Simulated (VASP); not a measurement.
# BAs (rocksalt type) (Fm-3m) in VASP: notebook

Runs on BAs (rocksalt type). Level: PBE. Tasks: single point.

Everything below comes from runs of VASP 6.6.1. Logs are shortened: lines on timing, memory, paths and dates and some standing lists are left out, and cuts for length are marked.

**1. The cell of the first run**

Symmetry: Fm-3m, No. 225, cubic system. The conventional cell has a = 3.978 Å, b = 3.978 Å, c = 3.978 Å, α = 90.00°, β = 90.00°, γ = 90.00°. Within 2.6 Å of B (site symmetry m-3m) lie 6 As at 1.99 Å. As (site symmetry m-3m) has 6 B at 1.99 Å within 2.6 Å.

**2. Single point, PBE (volume scaled by 0.64)**

INCAR reads:

```
SYSTEM = BAs
ALGO     = Normal         ! electronic algorithm
EDIFF    = 1E-6           ! SCF threshold, eV
ENCUT    = 520            ! plane-wave cutoff, eV
GGA      = PE             ! functional
ISIF     = 2              ! what is computed and relaxed
ISMEAR   = -1             ! smearing method
LASPH    = .True.         ! aspherical terms in the spheres
LCHARG   = .False.        ! write CHGCAR
LREAL    = .False.        ! projectors in reciprocal space
LWAVE    = .False.        ! write WAVECAR
NBANDS   = 11             ! bands
NELM     = 100            ! most SCF steps
PREC     = Accurate       ! precision mode
SIGMA    = 0.08           ! smearing width, eV
```

KPOINTS reads:

```
k-points
0
Gamma
  15 15 15
  0 0 0
```

POSCAR reads:

```
BAs
1.0
    0.0000000000      1.9888317595      1.9888317595
    1.9888317595      0.0000000000      1.9888317595
    1.9888317595      1.9888317595      0.0000000000
B As
1 1
Direct
    0.0000000000      0.0000000000      0.0000000000
    0.5000000000      0.5000000000      0.5000000000
```

Potentials or basis: VASP PAW PBE potentials, release 64 (B, As).

Command:

```bash
$ cat potpaw_PBE.64/B/POTCAR potpaw_PBE.64/As/POTCAR > POTCAR
$ mpirun -np 1 vasp_std > vasp.out
```

OUTCAR:

```text
SYSTEM = BAs
   EDIFF = 1E-6
   ENCUT = 520
   GGA = PE
   ISIF = 2
   ISMEAR = -1
   LASPH = .True.
   LREAL = .False.
   NELM = 100
   PREC = Accurate

 ion  position               nearest neighbor table
   1  0.000  0.000  0.000-   2 1.99   2 1.99   2 1.99   2 1.99   2 1.99   2 1.99
   2  0.500  0.500  0.500-   1 1.99   1 1.99   1 1.99   1 1.99   1 1.99   1 1.99

  LATTYP: Found a face centered cubic cell.
 ALAT       =     3.9776635190

  Lattice vectors:

 A1 = (   0.0000000000,   1.9888317595,   1.9888317595)
 A2 = (   1.9888317595,   0.0000000000,   1.9888317595)
 A3 = (   1.9888317595,   1.9888317595,   0.0000000000)

Analysis of symmetry for initial positions (statically):
=====================================================================
 Subroutine PRICEL returns:
 Original cell was already a primitive cell.

 Routine SETGRP: Setting up the symmetry group for a
 face centered cubic supercell.

 Subroutine GETGRP returns: Found 48 space group operations
 (whereof 48 operations were pure point group operations)
 out of a pool of 48 trial point group operations.

The static configuration has the point symmetry O_h .

Analysis of symmetry for dynamics (positions and initial velocities):
=====================================================================
 Subroutine PRICEL returns:
 Original cell was already a primitive cell.

 Routine SETGRP: Setting up the symmetry group for a
 face centered cubic supercell.

 Subroutine GETGRP returns: Found 48 space group operations
 (whereof 48 operations were pure point group operations)
 out of a pool of 48 trial point group operations.

The dynamic configuration has the point symmetry O_h .

 Subroutine INISYM returns: Found 48 space group operations
 (whereof 48 operations are pure point group operations),
 and found     1 'primitive' translations

----------------------------------------------------------------------------------------

                                     Primitive cell

  volume of cell :      15.7335

  direct lattice vectors                    reciprocal lattice vectors
     0.000000000  1.988831760  1.988831760    -0.251403869  0.251403869  0.251403869
     1.988831760  0.000000000  1.988831760     0.251403869 -0.251403869  0.251403869
     1.988831760  1.988831760  0.000000000     0.251403869  0.251403869 -0.251403869

  length of vectors
     2.812632848  2.812632848  2.812632848     0.435444275  0.435444275  0.435444275

  position of ions in fractional coordinates (direct lattice)
     0.000000000  0.000000000  0.000000000
     0.500000000  0.500000000  0.500000000

  ion indices of the primitive-cell ions
   primitive index   ion index
                 1           1
                 2           2

----------------------------------------------------------------------------------------

 KPOINTS: k-points

Automatic generation of k-mesh.
 Grid dimensions read from file:
 generate k-points for:   15   15   15

 Generating k-lattice:

  Cartesian coordinates                     Fractional coordinates (reciprocal lattice)
    -0.016760258  0.016760258  0.016760258     0.066666667  0.000000000  0.000000000
     0.016760258 -0.016760258  0.016760258     0.000000000  0.066666667  0.000000000
     0.016760258  0.016760258 -0.016760258     0.000000000  0.000000000  0.066666667

  Length of vectors
     0.029029618  0.029029618  0.029029618

  Shift w.r.t. Gamma in fractional coordinates (k-lattice)
     0.000000000  0.000000000  0.000000000

 Subroutine IBZKPT returns following result:
 ===========================================

 Found    120 irreducible k-points:

 Following reciprocal coordinates:
            Coordinates               Weight
  0.000000  0.000000  0.000000      1.000000
  0.066667  0.000000  0.000000      8.000000
  0.133333  0.000000  0.000000      8.000000
  0.200000  0.000000  0.000000      8.000000
  0.266667  0.000000  0.000000      8.000000
  0.333333  0.000000  0.000000      8.000000
[... 16 lines left out ...]
  0.133333  0.133333  0.000000      6.000000
  0.200000  0.133333  0.000000     24.000000
 [... further k-points ...]
   k-points           NKPTS =    120   k-points in BZ     NKDIM =    120   number of bands    NBANDS=     11
   number of dos      NEDOS =    301   number of ions     NIONS =      2
   total plane-waves  NPLWV =  13824
   dimension x,y,z NGX =    24 NGY =   24 NGZ =   24
   dimension x,y,z NGXF=    48 NGYF=   48 NGZF=   48
   ions per type =               1   1
   NGX,Y,Z   is equivalent  to a cutoff of  14.19, 14.19, 14.19 a.u.
   NGXF,Y,Z  is equivalent  to a cutoff of  28.37, 28.37, 28.37 a.u.
 SYSTEM =  BAs
   PREC   = accura    normal or accurate (medium, high low for compatibility)
   ISTART =      0    job   : 0-new  1-cont  2-samecut
   ICHARG =      2    charge: 1-file 2-atom 10-const
   ISPIN  =      1    spin polarized calculation?
   LNONCOLLINEAR =      F non collinear calculations
   LSORBIT =      F    spin-orbit coupling
   LASPH  =      T    aspherical Exc in radial PAW
   ENCUT  =  520.0 eV  38.22 Ry    6.18 a.u.   5.23  5.23  5.23*2*pi/ulx,y,z
   NELM   =    100;   NELMIN=  2; NELMDL= -5     # of ELM steps
   EDIFF  = 0.1E-05   stopping-criterion for ELM
   LREAL  =      F    real-space projection
   EDIFFG = 0.1E-04   stopping-criterion for IOM
   NSW    =      0    number of steps for IOM
   IBRION =     -1    ionic relax: 0-MD 1-quasi-New 2-CG
   NFREE  =      0    steps in history (QN), initial steepest desc. (CG)
   ISIF   =      2    stress and relaxation
   ISYM   =      2    0-nonsym 1-usesym 2-fastsym
   POTIM  = 0.5000    time-step for ionic-motion
   TEBEG  =    0.0;   TEEND  =   0.0 temperature during run
   PSTRESS=    0.0 pullay stress
   NELECT =       8.0000    total number of electrons
   NUPDOWN=      -1.0000    fix difference up-down
   EMIN   =  10.00;   EMAX   =-10.00  energy-range for DOS
   EFERMI =   0.00;   METHOD = LEGACY
   ISMEAR =    -1;   SIGMA  =   0.08  broadening in eV -4-tet -1-fermi 0-gaus
   EFERMI_NEDOS =   21; number of points for ismear=-14 and -15
   IALGO  =     38    algorithm
   IMIX   =      4    mixing-type and parameters
     AMIX     =   0.40;   BMIX     =  1.00
     AMIX_MAG =   1.60;   BMIX_MAG =  1.00
  volume/ion in A,a.u.               =       7.87        53.09
  Fermi-wavevector in a.u.,A,eV,Ry     =   1.306663  2.469234 23.230139  1.707367
  Thomas-Fermi vector in A             =   2.437449
   LORBIT       =      0    0 simple, 1 ext, 2 COOP (PROOUT), +10 PAW based schemes
   GGA     = PE    functional components
   LHFCALC =     F    Hartree Fock is set to
   AEXX    =    0.0000 exact exchange contribution
   IVDW    =     0    specifies the selected vdW correction
   LEPSILON=     F    determine dielectric tensor
   LRPA    =     F    only Hartree local field effects (RPA)
 non-spin polarized calculation
  energy-cutoff  :      520.00
  volume of cell :       15.73
 maximum number of plane-waves:       440
 NGX is ok and might be reduce to    24
   NGX = 11   NGY = 11   NGZ = 11

 number of electron       8.0000000 magnetization

 Free energy of the ion-electron system (eV)
  ---------------------------------------------------
  ext. energy  EPLUGINS =         0.00000000
  ---------------------------------------------------
  free energy    TOTEN  =        -6.82430245 eV

  energy without entropy =       -6.81125559  energy(sigma->0) =       -6.81777902

 E-fermi :  13.8269     XC(G=0): -13.4543

 val. band max:       13.7934909598   @ k =   0.4000   0.1333   0.0667
 cond. band min:      13.8301436108   @ k =   0.2000   0.0667   0.0000
 fundamental gap:      0.0366526510
 Fermi energy:        13.8268765004

 k-point     1 :       0.0000    0.0000    0.0000
  band No.  band energies     occupation
      1      -7.6918      2.00000
      2      13.5111      1.96212
      3      13.5111      1.96212
      4      13.5111      1.96212
      5      22.8547      0.00000
      6      22.8547      0.00000
      7      22.8547      0.00000
      8      25.0205      0.00000
      9      25.0205      0.00000
     10      25.0205      0.00000
     11      25.1564      0.00000

 k-point     2 :       0.0667    0.0000    0.0000
  band No.  band energies     occupation
      1      -7.5740      2.00000
      2      12.7964      1.99999
      3      13.4729      1.97634
      4      13.4729      1.97634
      5      22.4152      0.00000
      6      23.0408      0.00000
      7      23.0408      0.00000
      8      24.1564      0.00000
      9      24.1564      0.00000
     10      24.4825      0.00000
     11      25.8194      0.00000

 k-point     3 :       0.1333    0.0000    0.0000
  band No.  band energies     occupation
      1      -7.2207      2.00000
      2      11.0213      2.00000
      3      13.3866      1.99189
      4      13.3866      1.99189
      5      21.8730      0.00000
      6      22.1920      0.00000
      7      22.1920      0.00000
      8      23.8623      0.00000
      9      24.0964      0.00000
     10      24.0964      0.00000
     11      26.6330      0.00000

 k-point     4 :       0.2000    0.0000    0.0000
  band No.  band energies     occupation
      1      -6.6327      2.00000
      2       8.7793      2.00000
      3      13.3163      1.99662
      4      13.3163      1.99662
      5      20.5333      0.00000
      6      20.5333      0.00000
      7      21.5129      0.00000
      8      23.2368      0.00000
      9      25.2938      0.00000
     10      25.2938      0.00000
     11      27.5726      0.00000

 k-point     5 :       0.2667    0.0000    0.0000
  band No.  band energies     occupation
      1      -5.8125      2.00000
      2       6.4328      2.00000
      3      13.3254      1.99622
      4      13.3254      1.99622
      5      18.9887      0.00000
      6      18.9887      0.00000
      7      21.2834      0.00000
      8      22.6482      0.00000
      9      26.9119      0.00000
     10      26.9119      0.00000
     11      28.6344      0.00000
[... 211 lines left out ...]
 k-point    21 :      -0.1333    0.0667    0.0000
  band No.  band energies     occupation
      1      -6.9459      2.00000
      2      10.3632      2.00000
      3      12.0483      2.00000
      4      14.1263      0.04629
      5      20.3984      0.00000
      6      21.6098      0.00000
      7      21.7903      0.00000
      8      23.7538      0.00000
      9      24.3813      0.00000
     10      25.4800      0.00000
     11      27.6832      0.00000

 k-point    22 :      -0.0667    0.0667    0.0000
  band No.  band energies     occupation
      1      -7.3777      2.00000
      2      12.1865      2.00000
      3      12.5531      2.00000
      4      13.8458      0.88219
      5      21.9761      0.00000
      6      22.2444      0.00000
      7      22.9098      0.00000
      8      23.1539      0.00000
      9      24.0213      0.00000
     10      25.4153      0.00000
     11      26.3921      0.00000

 k-point    23 :       0.1333    0.1333    0.0000
  band No.  band energies     occupation
      1      -7.0629      2.00000
      2      11.9668      2.00000
      3      11.9668      2.00000
      4      13.1272      1.99968
      5      18.7250      0.00000
      6      20.1505      0.00000
      7      24.4785      0.00000
      8      24.4785      0.00000
      9      26.5022      0.00000
     10      26.6847      0.00000
     11      26.6847      0.00000

 k-point    24 :       0.2000    0.1333    0.0000
  band No.  band energies     occupation
      1      -6.6305      2.00000
      2      10.4791      2.00000
      3      11.4381      2.00000
      4      13.4109      1.98903
      5      16.9250      0.00000
      6      19.7817      0.00000
      7      24.3310      0.00000
      8      24.8048      0.00000
      9      26.1947      0.00000
     10      27.4592      0.00000
     11      28.2533      0.00000

 [... further k-points ...]
[... 5 lines left out ...]
  --------------------------------------------------------------------------------------
  -------------------------------------------------------------------------------------
  Total       14.5699924     14.5699924     14.5699924      0.0000000      0.0000000     -0.0000000
  in kB     1483.6988945   1483.6988945   1483.6988945      0.0000000      0.0000000     -0.0000000
  external PRESSURE =    1483.6988945 kB  Pullay stress =       0.0000000 kB

 VOLUME and BASIS-vectors are now :
 -----------------------------------------------------------------------------
  energy-cutoff  :      520.00
  volume of cell :       15.73
      direct lattice vectors                 reciprocal lattice vectors
     0.000000000  1.988831760  1.988831760    -0.251403869  0.251403869  0.251403869
     1.988831760  0.000000000  1.988831760     0.251403869 -0.251403869  0.251403869
     1.988831760  1.988831760  0.000000000     0.251403869  0.251403869 -0.251403869

 POSITION                                       TOTAL-FORCE (eV/Angst)
 -----------------------------------------------------------------------------------
      0.00000      0.00000      0.00000         0.000000      0.000000      0.000000
      1.98883      1.98883      1.98883        -0.000000      0.000000      0.000000
 -----------------------------------------------------------------------------------
    total drift:                                0.000000     -0.000000     -0.000000

  FREE ENERGIE OF THE ION-ELECTRON SYSTEM (eV)
  ---------------------------------------------------
  free  energy   TOTEN  =        -6.8243024479 eV

  energy  without entropy=       -6.8112555892  energy(sigma->0) =       -6.81777902
```

Run time: 9.3 s. Hardware: 1 thread of Intel Xeon Platinum 8488C (Sapphire Rapids), shared host; peak memory 0.15 GiB.

What came out:

```yaml
Free_energy: -6.8243 eV
Pressure: 148.4 GPa
Band_gap_on_the_k_mesh: zero (band 4 reaches 14.97 eV, above the bottom of band 5 at 11.78 eV)
```

Levels at points of the mesh, in eV from the Fermi level:
```csv
k point,band 1,band 2,band 3,band 4,band 5,band 6,band 7,band 8,band 9
"(0.00, 0.00, 0.00)",-21.52,-0.32,-0.32,-0.32,9.03,9.03,9.03,11.19,11.19
```

(Continued in part 2 of 2.)
